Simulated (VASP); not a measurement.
The system is Ga.

```
CELL_PARAMETERS angstrom
0.00000 2.13979 2.13979
2.13979 0.00000 2.13979
2.13979 2.13979 0.00000
ATOMIC_POSITIONS crystal
Ga 0.00000 0.00000 0.00000
```

| Item | Value |
| --- | --- |
| Program | VASP 6.6.1 |
| Task | relaxation of cell and atoms |
| Functional | r2SCAN |
| Potentials or basis | VASP PAW PBE potentials, release 64 (Ga_d) |
| Cutoff | 600 eV |
| k mesh | 13 × 13 × 13 |
| Occupations | fermi-dirac, width 0.1 eV |
| Spin | no spin polarisation |

At the start: pressure -4.3 GPa; volume 19.59 Å³/atom.

Task: How do energy, volume and symmetry change on relaxing?

Result: Over 3 steps the energy falls by 24.6 meV/atom and the volume is 17.90 Å³/atom (-8.7 %); space group Fm-3m (No. 225, to 0.05 Å).

The path:
```csv
step,energy change (eV),largest force (eV/Å),pressure (GPa),volume (Å³)
1,0.0000,0.0000,-4.33,19.59
2,-0.0240,0.0000,-0.73,18.13
3,-0.0246,0.0000,-0.01,17.90
```

Final structure:
```
Ga
1.0
     0.00000    2.07604    2.07604
     2.07604    0.00000    2.07604
     2.07604    2.07604    0.00000
Ga
1
Direct
  0.00000 0.00000 0.00000
```

Caveat: the PAW data sets were made with another functional, which shifts forces and pressure a little.
